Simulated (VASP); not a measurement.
# TiAl6N8 (a cell with a defect) in VASP: notebook, part 2 of 2

VASP 6.6.1. Earlier steps stand in the parts before.

## Step 3: Single point, PBE+D3(BJ)

The input, INCAR:

```
SYSTEM = TiAl6N8
PREC = Accurate ; ENCUT = 520
EDIFF = 1E-6 ; ISMEAR = 0
SIGMA = 0.02 ; LREAL = Auto
LASPH = .True. ; NELM = 60
ALGO = Normal ; ISIF = 2
LWAVE = .False. ; LCHARG = .False.
GGA = PE ; IVDW = 12
NBANDS = 48 ; NELECT = 72.0
```

The input, KPOINTS:

```
regular mesh
0
Gamma
  2 2 2
  0 0 0
```

The input, POSCAR:

```
TiAl6N8
1.0
   -3.0810000000     -5.3364490000      0.0000000000
    4.6215000000     -2.6682240000      0.0000000000
    0.0000000000      0.0000000000      5.0310000000
Al N Ti
6 8 1
Direct
    0.5041652005      0.3316688878      0.0002516984
    0.5018948914      0.6696080285      0.5073342280
    0.2438709386      0.8324422013     -0.0056184924
   -0.0065310175      0.6620107467      0.5107916777
    0.7536675561      0.8413261856     -0.0025467163
    0.7512816435      0.1663012978      0.5197864019
    0.5034771896      0.3408805732      0.3795539662
    0.4982462816      0.6624103229      0.8818669574
    0.2491032479      0.8208783706      0.3739475608
    0.2681049396      0.1579044167      0.8751612296
   -0.0049242123      0.3331322331      0.4126811136
   -0.0019501058      0.7022764634      0.8673774464
    0.7460175522      0.8344497625      0.3771046077
    0.7280745020      0.1566086398      0.8772202129
    0.2423020927      0.1672630701      0.5127035081
```

Potentials or basis: VASP PAW PBE potentials, release 64 (Al, N, Ti_sv).

The run is started by

```sh
> cat potpaw_PBE.64/Al/POTCAR potpaw_PBE.64/N/POTCAR potpaw_PBE.64/Ti_sv/POTCAR > POTCAR
> mpirun -np 1 vasp_std > vasp.out
```

OUTCAR:

```text
SYSTEM = TiAl6N8
   PREC = Accurate
   ENCUT = 520
   EDIFF = 1E-6
   ISMEAR = 0
   LREAL = Auto
   LASPH = .True.
   NELM = 60
   ISIF = 2
   GGA = PE
   IVDW = 12
   NELECT = 72.0
 IVDW          = 12

 ion  position               nearest neighbor table
   1  0.504  0.332  0.000-  14 1.78  10 1.84   8 1.86   7 1.91   6 2.99   5 3.03  15 3.06   2 3.07
                             3 3.11   3 3.12   2 3.12   5 3.12   6 3.15
   2  0.502  0.670  0.507-  13 1.86   7 1.87   9 1.88   8 1.88   4 3.03   3 3.05   5 3.05   6 3.06
                             1 3.07   6 3.10  15 3.10  15 3.12   1 3.12   4 3.13   5 3.13   3 3.15
   3  0.244  0.832  0.994-  12 1.78  10 1.84   8 1.90   9 1.91  15 3.01   5 3.02   4 3.02   2 3.05
                             1 3.11   1 3.12   5 3.14   2 3.15   4 3.16
   4  0.993  0.662  0.511-  12 1.81  11 1.82  13 1.90   9 1.92   5 3.02   3 3.02   2 3.03   6 3.04
                            15 3.05   6 3.08  15 3.10   5 3.13   2 3.13   3 3.16
   5  0.754  0.841  0.997-  14 1.79  12 1.80  13 1.91   8 1.93   6 2.96   4 3.02   3 3.02   1 3.03
                             2 3.05   1 3.12   4 3.13   2 3.13   3 3.14   6 3.15
   6  0.751  0.166  0.520-  14 1.80  11 1.83  13 1.91   7 1.92   5 2.96   1 2.99  15 3.03   4 3.04
                             2 3.06   4 3.08   2 3.10  15 3.14   5 3.15   1 3.15
   7  0.503  0.341  0.380-   2 1.87   1 1.91   6 1.92  15 1.97
   8  0.498  0.662  0.882-   1 1.86   2 1.88   3 1.90   5 1.93
   9  0.249  0.821  0.374-   2 1.88   3 1.91   4 1.92  15 1.98
  10  0.268  0.158  0.875-  15 1.83   1 1.84   3 1.84
  11  0.995  0.333  0.413-   4 1.82   6 1.83  15 1.83
  12  0.998  0.702  0.867-   3 1.78   5 1.80   4 1.81
  13  0.746  0.834  0.377-   2 1.86   4 1.90   5 1.91   6 1.91
  14  0.728  0.157  0.877-   1 1.78   5 1.79   6 1.80
  15  0.242  0.167  0.513-  10 1.83  11 1.83   7 1.97   9 1.98   3 3.01   6 3.03   4 3.05   1 3.06
                             2 3.10   4 3.10   2 3.12   6 3.14

  LATTYP: Found a simple orthorhombic cell.
 ALAT       =     5.0310000000
 B/A-ratio  =     1.0607132585
 C/A-ratio  =     1.2248062811

  Lattice vectors:

 A1 = (   0.0000000000,   0.0000000000,  -5.0310000000)
 A2 = (   4.6215000000,  -2.6682240000,   0.0000000000)
 A3 = (  -3.0810000000,  -5.3364490000,   0.0000000000)

Analysis of symmetry for initial positions (statically):
=====================================================================
 Subroutine PRICEL returns:
 Original cell was already a primitive cell.

 Routine SETGRP: Setting up the symmetry group for a
 simple orthorhombic supercell.

 Subroutine GETGRP returns: Found  1 space group operations
 (whereof  1 operations were pure point group operations)
 out of a pool of  8 trial point group operations.

The static configuration has the point symmetry C_1 .

Analysis of symmetry for dynamics (positions and initial velocities):
=====================================================================
 Subroutine PRICEL returns:
 Original cell was already a primitive cell.

 Routine SETGRP: Setting up the symmetry group for a
 simple orthorhombic supercell.

 Subroutine GETGRP returns: Found  1 space group operations
 (whereof  1 operations were pure point group operations)
 out of a pool of  8 trial point group operations.

[... 97 lines left out ...]
   NGX,Y,Z   is equivalent  to a cutoff of  12.95, 12.46, 13.22 a.u.
   NGXF,Y,Z  is equivalent  to a cutoff of  25.90, 24.92, 26.44 a.u.
 SYSTEM =  TiAl6N8
   PREC   = accura    normal or accurate (medium, high low for compatibility)
   ISTART =      0    job   : 0-new  1-cont  2-samecut
   ICHARG =      2    charge: 1-file 2-atom 10-const
   ISPIN  =      1    spin polarized calculation?
   LNONCOLLINEAR =      F non collinear calculations
   LSORBIT =      F    spin-orbit coupling
   LASPH  =      T    aspherical Exc in radial PAW
   ENCUT  =  520.0 eV  38.22 Ry    6.18 a.u.  11.46  9.92  9.35*2*pi/ulx,y,z
   NELM   =     60;   NELMIN=  2; NELMDL= -5     # of ELM steps
   EDIFF  = 0.1E-05   stopping-criterion for ELM
   LREAL  =      T    real-space projection
   EDIFFG = 0.1E-04   stopping-criterion for IOM
   NSW    =      0    number of steps for IOM
   IBRION =     -1    ionic relax: 0-MD 1-quasi-New 2-CG
   NFREE  =      0    steps in history (QN), initial steepest desc. (CG)
   ISIF   =      2    stress and relaxation
   ISYM   =      2    0-nonsym 1-usesym 2-fastsym
   POTIM  = 0.5000    time-step for ionic-motion
   TEBEG  =    0.0;   TEEND  =   0.0 temperature during run
   PSTRESS=    0.0 pullay stress
   NELECT =      72.0000    total number of electrons
   NUPDOWN=      -1.0000    fix difference up-down
   EMIN   =  10.00;   EMAX   =-10.00  energy-range for DOS
   EFERMI =   0.00;   METHOD = LEGACY
   ISMEAR =     0;   SIGMA  =   0.02  broadening in eV -4-tet -1-fermi 0-gaus
   EFERMI_NEDOS =   21; number of points for ismear=-14 and -15
   IALGO  =     38    algorithm
   IMIX   =      4    mixing-type and parameters
     AMIX     =   0.40;   BMIX     =  1.00
     AMIX_MAG =   1.60;   BMIX_MAG =  1.00
  volume/ion in A,a.u.               =      11.03        74.43
  Fermi-wavevector in a.u.,A,eV,Ry     =   1.240632  2.344454 20.941639  1.539167
  Thomas-Fermi vector in A             =   2.375064
   LORBIT       =      0    0 simple, 1 ext, 2 COOP (PROOUT), +10 PAW based schemes
   GGA     = PE    functional components
   LHFCALC =     F    Hartree Fock is set to
   AEXX    =    0.0000 exact exchange contribution
   IVDW    =    12    specifies the selected vdW correction
   LEPSILON=     F    determine dielectric tensor
   LRPA    =     F    only Hartree local field effects (RPA)
 non-spin polarized calculation
 Gauss-broadening in eV      SIGMA  =   0.02
  energy-cutoff  :      520.00
  volume of cell :      165.44
 maximum number of plane-waves:      4500
 NGX is ok and might be reduce to    48
   NGX = 23   NGY = 19   NGZ = 19

 number of electron      72.0000004 magnetization

 Free energy of the ion-electron system (eV)
  ---------------------------------------------------
  ext. energy  EPLUGINS =         0.00000000
  ---------------------------------------------------
  free energy    TOTEN  =       -99.39175601 eV

  energy without entropy =      -99.39175601  energy(sigma->0) =      -99.39175601

 E-fermi :   6.7350     XC(G=0): -10.8481

 val. band max:        6.6317736507   @ k =   0.5000   0.0000   0.5000
 cond. band min:       8.6315530756   @ k =   0.0000   0.5000   0.0000
 fundamental gap:      1.9997794249
 Fermi energy:         6.7349566987

 k-point     1 :       0.0000    0.0000    0.0000
  band No.  band energies     occupation
      1     -50.1625      2.00000
      2     -26.6355      2.00000
      3     -26.4797      2.00000
      4     -26.4549      2.00000
      5      -9.9156      2.00000
      6      -8.2119      2.00000
[... 397 lines left out ...]
     47      13.0930      0.00000
     48      13.4584      0.00000

------------------------ aborting loop because EDIFF is reached ----------------------------------------

 Edisp (eV)   -3.86281

 E8    (eV) :    -1.5076

  FORCE on cell =-STRESS in cart. coord.  units (eV):
  Direction    XX          YY          ZZ          XY          YZ          ZX
  --------------------------------------------------------------------------------------
  -------------------------------------------------------------------------------------
  Total      29.92220    29.89386    21.36508    -0.15782    -0.05514     0.28755
  in kB     289.78494   289.51041   206.91249    -1.52840    -0.53402     2.78477
  external pressure =      262.07 kB  Pullay stress =        0.00 kB

 VOLUME and BASIS-vectors are now :
 -----------------------------------------------------------------------------
  energy-cutoff  :      520.00
  volume of cell :      165.44
      direct lattice vectors                 reciprocal lattice vectors
    -3.081000000 -5.336449000  0.000000000    -0.081142475 -0.140542903  0.000000000
     4.621500000 -2.668224000  0.000000000     0.162284980 -0.093695269  0.000000000
     0.000000000  0.000000000  5.031000000     0.000000000  0.000000000  0.198767641

 POSITION                                       TOTAL-FORCE (eV/Angst)
 -----------------------------------------------------------------------------------
     -0.02053     -3.57542      0.00127         0.001146      0.004844      0.014588
      1.54826     -4.46500      2.55240        -0.004862      0.003698      0.004868
      3.09577     -3.52255      5.00273        -0.009938      0.002746      0.010766
     -0.00140     -7.06799      2.56979         0.010768     -0.001230     -0.005580
      1.56614     -6.26676      5.01819        -0.006903     -0.001909      0.004590
     -1.54614     -4.45291      2.61505        -0.001041     -0.003006     -0.012269
      0.02417     -3.59633      1.90954         0.002764     -0.004802     -0.015982
      1.52623     -4.42632      4.43667         0.008887      0.000554     -0.000641
      3.02620     -3.51961      1.88133        -0.003254      0.007844     -0.003927
     -0.09628     -1.85205      4.40294        -0.000233     -0.009195      0.038232
     -1.52626     -6.19904      2.07620         0.035003      0.016075      0.003803
      0.17058     -7.19987      4.36378         0.009811      0.003840      0.003404
      1.55793     -6.20758      1.89721         0.001840     -0.008741     -0.001693
     -1.51943     -4.30320      4.41329        -0.007199      0.012745      0.004548
      0.02647     -1.73933      2.57941        -0.036790     -0.023464     -0.044707
 -----------------------------------------------------------------------------------
    total drift:                               -0.017331     -0.008626     -0.007238

  FREE ENERGIE OF THE ION-ELECTRON SYSTEM (eV)
  ---------------------------------------------------
  free  energy   TOTEN  =      -103.2545631655 eV

  energy  without entropy=     -103.2545631655  energy(sigma->0) =     -103.25456317
```

Wall time 90 s (1 thread of Intel Xeon Platinum 8259CL at 2.50GHz (Skylake/Cascade Lake), shared host); peak memory 0.28 GiB.

Results:

```yaml
Free_energy: -103.2546 eV
Largest_force: 0.062 eV/Å
Dispersion_energy_per_atom: -0.258 eV
```

Forces on the atoms (eV/Å):
```
Al   0.001  0.005  0.015
Al  -0.005  0.004  0.005
Al  -0.010  0.003  0.011
Al   0.011 -0.001 -0.006
Al  -0.007 -0.002  0.005
Al  -0.001 -0.003 -0.012
N    0.003 -0.005 -0.016
N    0.009  0.001 -0.001
N   -0.003  0.008 -0.004
N    0.000 -0.009  0.038
N    0.035  0.016  0.004
N    0.010  0.004  0.003
N    0.002 -0.009 -0.002
N   -0.007  0.013  0.005
Ti  -0.037 -0.023 -0.045
```

Levels at points of the mesh, in eV from the Fermi level:
```
           k point  band 33  band 34  band 35  band 36  band 37  band 38  band 39  band 40
(0.00, 0.00, 0.00)    -1.73    -1.52    -0.74    -0.21     2.14     2.38     2.59     3.13
(0.50, 0.00, 0.00)    -1.73    -1.34    -0.97    -0.67     2.20     2.28     2.70     2.91
(0.00, 0.50, 0.00)    -1.94    -1.70    -0.90    -0.17     1.90     2.15     2.84     3.27
(0.50, 0.50, 0.00)    -1.95    -1.47    -1.39    -0.30     1.98     2.35     2.83     3.32
(0.00, 0.00, 0.50)    -2.04    -0.93    -0.71    -0.29     2.17     2.37     2.66     3.32
(0.50, 0.00, 0.50)    -2.04    -1.54    -0.85    -0.10     2.23     2.29     2.82     2.99
(0.00, 0.50, 0.50)    -2.12    -1.30    -0.82    -0.26     2.15     2.26     2.73     3.12
(0.50, 0.50, 0.50)    -2.17    -1.85    -0.64    -0.30     2.07     2.35     2.65     3.06
```

Caveat: the k points lie up to 0.62 Å⁻¹ apart; the cell carries a net charge on a neutralising background, which shifts energy and pressure; the cell is charged against a uniform background, so pressure and absolute levels hang on convention.

## Step 4: Single point, PBE+D3(BJ)

The input, INCAR:

```
SYSTEM = TiAl6N8
PREC = Accurate
ENCUT = 520
EDIFF = 1E-6
ISMEAR = 0
SIGMA = 0.02
LREAL = Auto
LASPH = .TRUE.
NELM = 80
ALGO = Normal
ISIF = 2
LWAVE = .FALSE.
LCHARG = .TRUE.
GGA = PE
IVDW = 12
LELF = .TRUE.
LVHAR = .TRUE.
NELECT = 72.0
NBANDS = 48
```

The input, KPOINTS:

```
regular mesh
0
G
  2 2 2
  0 0 0
```

The input, POSCAR:

```
TiAl6N8
1.0
   -3.0810000000     -5.3364490000      0.0000000000
    4.6215000000     -2.6682240000      0.0000000000
    0.0000000000      0.0000000000      5.0310000000
Al N Ti
6 8 1
Direct
    0.4971231381      0.3344488596      0.0176952375
    0.4947852080      0.6596580613      0.4954054926
    0.2550524588      0.8385859029      0.0087745573
    0.0045487493      0.6685596976      0.4923559005
    0.7465737834      0.8312991618      0.0051746752
    0.7442948698      0.1693282230      0.4981029362
    0.5203866213      0.3444349546      0.3751278092
    0.5024356534      0.6662615192      0.8750274754
    0.2504150871      0.7986411362      0.3653956655
    0.2534200075      0.1674094518      0.9107386516
   -0.0196833981      0.3430397086      0.3729923931
   -0.0006845445      0.6798022048      0.8718880034
    0.7502626808      0.8385381217      0.3796690825
    0.7449440839      0.1599629594      0.8772657229
    0.0061255313      0.3333632974      0.0103863972
```

The run is started by

```sh
> cat potpaw_PBE.64/Al/POTCAR potpaw_PBE.64/N/POTCAR potpaw_PBE.64/Ti_sv/POTCAR > POTCAR
> mpirun -np 1 vasp_std > vasp.out
```

Run time: 93 s. Hardware: 1 thread of Intel Xeon Platinum 8259CL at 2.50GHz (Skylake/Cascade Lake), shared host; peak memory 0.28 GiB.

The run converged. Its results:

```yaml
Free_energy: -103.2548 eV
Largest_force: 0.039 eV/Å
Dispersion_energy_per_atom: -0.258 eV
```

Forces in eV/Å, atoms in the order of the input:
```
Al   0.005  0.000 -0.013
Al   0.005  0.002  0.002
Al  -0.007  0.006  0.000
Al  -0.001  0.001  0.000
Al  -0.006  0.004  0.005
Al  -0.009 -0.003  0.006
N   -0.001 -0.007  0.000
N    0.001  0.002 -0.002
N   -0.005 -0.002  0.002
N   -0.023 -0.018 -0.003
N    0.002  0.003  0.024
N    0.008 -0.013 -0.005
N    0.000  0.003  0.006
N   -0.004  0.011 -0.007
Ti   0.035  0.011 -0.014
```

Levels at points of the mesh, in eV from the Fermi level:
```csv
k point,band 32,band 33,band 34,band 35,band 36,band 37,band 38,band 39,band 40,band 41
"(0.00, 0.00, 0.00)",-1.90,-1.73,-1.52,-0.74,-0.21,2.14,2.38,2.59,3.12,3.20
"(0.50, 0.00, 0.00)",-2.21,-1.73,-1.34,-0.97,-0.67,2.20,2.28,2.70,2.91,3.40
"(0.00, 0.50, 0.00)",-2.07,-1.94,-1.70,-0.90,-0.17,1.90,2.15,2.84,3.26,3.46
"(0.50, 0.50, 0.00)",-2.12,-1.95,-1.47,-1.39,-0.30,1.98,2.35,2.82,3.31,3.38
"(0.00, 0.00, 0.50)",-2.27,-2.05,-0.93,-0.71,-0.29,2.17,2.37,2.66,3.32,3.91
"(0.50, 0.00, 0.50)",-2.30,-2.04,-1.54,-0.85,-0.10,2.22,2.29,2.82,2.99,4.28
"(0.00, 0.50, 0.50)",-2.30,-2.12,-1.30,-0.82,-0.26,2.15,2.26,2.73,3.12,3.85
"(0.50, 0.50, 0.50)",-2.26,-2.17,-1.85,-0.64,-0.30,2.07,2.34,2.65,3.06,4.00
```

Caveat: the k points lie up to 0.62 Å⁻¹ apart; the cell carries a net charge on a neutralising background, which shifts energy and pressure; the cell is charged against a uniform background, so pressure and absolute levels hang on convention.
